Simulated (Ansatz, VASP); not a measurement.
## Mg in VASP and in Ansatz

```
Mg
1.0
     3.27224    0.00000    0.00000
    -1.63612    2.83385    0.00000
     0.00000    0.00000    5.31249
Mg
2
Direct
  0.66667 0.33333 0.75000
  0.33333 0.66667 0.25000
```

Alike in both runs: task single point; functional SVWN5; k mesh 10 × 10 × 5; occupations fermi-dirac, width 0.05 eV; no spin polarisation.

|  | VASP | Ansatz |
| --- | --- | --- |
| version | VASP 6.6.1 | Ansatz 0.2.0 |
| potentials or method | VASP PAW PBE potentials, release 64 (Mg) | Ansatz PAW |
| plane-wave cutoff (eV) | 520 | 420 |
| valence electrons in the cell | 4 | 20 |

|  | VASP | Ansatz | Ansatz less VASP |
| --- | --- | --- | --- |
| gap on the k mesh at the Fermi level (eV) | none | none | - |
| pressure (GPa) | -3.8 | -3.9 | -0.05 |
| traceless stress, the component that is largest in VASP (GPa) | 0.90 | 0.91 | +0.006 |

VASP's potentials were made for PBE, not for SVWN5. A gap of «none» marks a metal or a gap that the smearing closes. VASP's potentials hold 4 valence electrons a cell and Ansatz's 20, so a difference there can come from the potentials and not from the codes.
